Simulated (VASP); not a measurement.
MgS: single point with PBEsol

MgS:

```
Mg S
1.0
     2.69461    2.69461    0.00000
    -2.56506    2.56506    0.00000
     0.00000    0.00000    5.13013
Mg S
2 2
Direct
  0.00000 0.00000 0.00000
  0.50000 0.50000 0.50000
  0.50000 0.50000 0.00000
  0.00000 0.00000 0.50000
```

This cell differs from its parent crystal: uniaxial strain along a: +4.0 %.

- Program: VASP 6.6.1
- Task: single point
- Functional: PBEsol
- Potentials or basis: VASP PAW PBE potentials, release 64 (Mg, S)
- Cutoff: 520 eV
- k mesh: 6 × 6 × 6
- Occupations: gaussian, width 0.02 eV
- Spin: no spin polarisation

The pressure is -1.5 GPa and the band gap on the k mesh is 2.27 eV.

Stress tensor (GPa, compression positive):
```
-2.31 -2.52  0.00
-2.52 -2.31  0.00
 0.00  0.00  0.04
```

Levels at points of the mesh, in eV from the valence-band top:
```tsv
k point	band 6	band 7	band 8	band 9	band 10	band 11
(0.00, 0.00, 0.00)	-0.42	-0.34	0.00	2.27	3.25	4.05
(0.50, 0.00, 0.00)	-2.71	-0.71	-0.71	5.49	5.49	7.24
(0.00, 0.50, 0.00)	-2.57	-1.12	-1.12	4.97	4.97	7.16
(0.50, 0.50, 0.00)	-2.01	-1.80	-1.80	2.48	2.48	4.04
(0.00, 0.00, 0.50)	-1.53	-0.98	-0.98	4.57	4.57	5.40
(0.50, 0.00, 0.50)	-0.79	-0.67	-0.67	4.31	4.31	6.73
(0.00, 0.50, 0.50)	-1.07	-0.84	-0.84	3.92	3.92	6.11
(0.50, 0.50, 0.50)	-3.44	-2.74	-2.74	5.08	5.08	7.58
```

Wall time 45 s on 1 thread of AMD EPYC 7R13 Processor (Zen 3) (shared host), peak memory 0.19 GiB.

Caveat: the cell differs from its parent crystal (uniaxial strain along a: +4.0 %); the PAW data sets were made with another functional, which shifts forces and pressure a little. A k mesh can miss the band edges.
